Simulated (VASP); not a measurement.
Mn3SiB: single point with PBE

Crystal: Mn3SiB.

```xyz
5
Lattice="3.8064 0.0000 0.0000 0.0000 3.8064 0.0000 0.0000 0.0000 3.8064" Properties=species:S:1:pos:R:3 pbc="T T T"
Si    0.0000    0.0000    0.0000
B     1.9032    1.9032    1.9032
Mn    1.9032    1.9032    0.0000
Mn    1.9032    0.0000    1.9032
Mn    0.0000    1.9032    1.9032
```

| Quantity | Value |
| --- | --- |
| Program | VASP 6.6.1 |
| Task | single point |
| Functional | PBE |
| Potentials or basis | VASP PAW PBE potentials, release 64 (Si, B, Mn_pv) |
| Cutoff | 520 eV |
| k mesh | 10 × 10 × 10 |
| Occupations | gaussian, width 0.1 eV |
| Spin | collinear spin, ferromagnetic start |
| Starting moments | [0.0, 0.0, 0.5, 0.5, 0.5] μB |
| Dipole correction | no |
| Further INCAR settings | ALGO = Normal; EDIFF = 1e-06; NBANDS = 35 |

| Item | Value |
| --- | --- |
| Pressure | 0.2 GPa |
| Net moment | 3.89 μB per cell |
| Site moments | Si -0.09; B -0.10; Mn +1.35 μB |
| Valence electrons inside the program's atomic spheres | Si 1.50; B 2.23; Mn 11.98 |

Levels at points of the mesh, in eV from the Fermi level:
Spin up:
```tsv
k point	band 23	band 24	band 25	band 26	band 27	band 28
(0.00, 0.00, 0.00)	-0.58	-0.58	0.58	0.74	0.74	0.74
(0.50, 0.00, 0.00)	-0.88	-0.66	-0.21	0.74	2.41	2.58
(0.50, 0.50, 0.00)	-0.77	-0.63	-0.60	-0.39	1.07	1.07
(0.50, 0.50, 0.50)	-1.59	-0.76	-0.76	0.54	0.54	0.54
```
Spin down:
```csv
k point,band 17,band 18,band 19,band 20,band 21,band 22,band 23,band 24,band 25,band 26
"(0.00, 0.00, 0.00)",-2.20,-2.20,-2.20,0.62,0.62,0.62,0.74,0.74,1.81,1.87
"(0.50, 0.00, 0.00)",-2.68,-2.08,-1.31,-0.27,0.12,0.38,0.38,0.64,0.97,1.87
"(0.50, 0.50, 0.00)",-2.59,-0.96,-0.96,-0.44,-0.44,0.02,0.35,0.66,1.08,1.35
"(0.50, 0.50, 0.50)",-3.13,-0.69,-0.69,-0.69,-0.56,-0.56,-0.56,1.17,1.17,1.71
```

Run time: 2.7 min on 1 thread of Intel(R) Xeon(R) Platinum 8259CL CPU @ 2.50GHz (Skylake/Cascade Lake) (shared host), peak memory 0.28 GiB.
